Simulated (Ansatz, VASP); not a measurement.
**Two plane-wave programs on InP3**

```
In P
1.0
     3.71499    2.14485    3.27938
    -3.71499    2.14485    3.27938
     0.00000   -4.28970    3.27938
In P
2 6
Direct
  0.27328 0.27328 0.27328
  0.72672 0.72672 0.72672
  0.79471 0.24119 0.79471
  0.79471 0.79471 0.24119
  0.24119 0.79471 0.79471
  0.20529 0.75881 0.20529
  0.75881 0.20529 0.20529
  0.20529 0.20529 0.75881
```

Alike in both runs: task single point; functional PBEsol; k mesh 6 × 6 × 6; occupations gaussian, width 0.15 eV; no spin polarisation.

|  | VASP | Ansatz |
| --- | --- | --- |
| version | VASP 6.6.1 | Ansatz 0.2.0 |
| potentials or method | VASP PAW PBE potentials, release 64 (In_d, P), cutoff 520 eV | scalar-relativistic, plane waves, PAW |
| valence electrons in the cell | 56 | 56 |

VASP gave:

| Quantity | Value |
| --- | --- |
| gap on the k mesh at the Fermi level (eV) | none |
| pressure (GPa) | 0.0 |
| rms of the force components (eV/Å) | 0.014 |

Q: What did Ansatz give for the same quantities?

A: gap on the k mesh at the Fermi level (eV): none; pressure (GPa): 0.0; rms of the force components (eV/Å): 0.003.

VASP's potentials were made for PBE, not for PBEsol. Atom by atom the forces differ by 0.012 eV/Å (rms over components). A gap of «none» marks a metal or a gap that the smearing closes.
